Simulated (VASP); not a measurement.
A run of VASP 6.6.1:

Contents of POSCAR:

```
Fe
1.0
   -2.9100000000      2.9100000000      2.9100000000
    1.4550000000     -1.4550000000      1.4550000000
    1.4550000000      1.4550000000     -1.4550000000
Fe
2
Direct
    0.0000000000      0.0000000000      0.0000000000
    0.5000000000      0.0000000000      0.0000000000
```

The input INCAR.step1:

```
PREC = Accurate
ENCUT = 520
ISMEAR = -1
SIGMA = 0.1
LREAL = F
LASPH = T
NELM = 150
ISPIN = 2
MAGMOM = 0.12 0.12
LMAXMIX = 4
NBANDS = 19
GGA = PE
ALGO = Normal
EDIFF = 1E-4
LWAVE = T
LCHARG = F
```

Contents of INCAR.step2:

```
PREC = Accurate
ENCUT = 520
EDIFF = 1E-7
ISMEAR = -1
SIGMA = 0.1
LREAL = F
LASPH = T
NELM = 150
ALGO = Normal
ISIF = 2
LWAVE = F
LCHARG = F
ISPIN = 2
MAGMOM = 0.12 0.12
LORBIT = 11
LMAXMIX = 4
METAGGA = R2SCAN
LMIXTAU = T
NBANDS = 19
ISTART = 1
```

File KPOINTS:

```
regular mesh
0
Gamma
  7 14 14
```

Potentials or basis: VASP PAW PBE potentials, release 64 (Fe).

The run is started by

```sh
$ cat potpaw_PBE.64/Fe/POTCAR > POTCAR
$ cp INCAR.step1 INCAR
$ mpirun -np 1 vasp_std > vasp.out
$ cp INCAR.step2 INCAR
$ mpirun -np 1 vasp_std > vasp.out
```

Hardware: 1 thread of Oxide Virtual Turin-like Processor, with other jobs on the host.

Task: Estimate the wall time of this run.

Result: Wall time 18 min on 1 thread of Oxide Virtual Turin-like Processor, with other jobs on the host, peak memory 0.24 GiB. Counts: k points 228.
